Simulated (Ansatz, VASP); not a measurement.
Ti2C: VASP beside Ansatz

```
Ti C
1.0
     1.54070    0.88952    4.81377
    -1.54070    0.88952    4.81377
     0.00000   -1.77905    4.81377
Ti C
2 1
Direct
  0.24550 0.24550 0.24550
  0.75450 0.75450 0.75450
  0.50000 0.50000 0.50000
```

Alike in both runs: task single point; functional PBEsol; k mesh 3 × 3 × 3; occupations gaussian, width 0.1 eV; no spin polarisation.

|  | VASP | Ansatz |
| --- | --- | --- |
| version | VASP 6.6.1 | Ansatz 0.2.0 |
| potentials or method | VASP PAW PBE potentials, release 64 (Ti_sv, C), cutoff 520 eV | scalar-relativistic, plane waves, PAW |
| valence electrons in the cell | 28 | 28 |

|  | VASP | Ansatz | Ansatz less VASP |
| --- | --- | --- | --- |
| gap on the k mesh at the Fermi level (eV) | none | none | - |
| pressure (GPa) | -5.1 | -5.3 | -0.16 |
| traceless stress, the component that is largest in VASP (GPa) | 0.80 | 0.83 | +0.021 |
| rms of the force components (eV/Å) | 0.093 | 0.105 | +0.0114 |

VASP's potentials were made for PBE, not for PBEsol. Atom by atom the forces differ by 0.011 eV/Å (rms over components). A gap of «none» marks a metal or a gap that the smearing closes.

The k mesh is coarse, so the values compare programs but aren't converged.
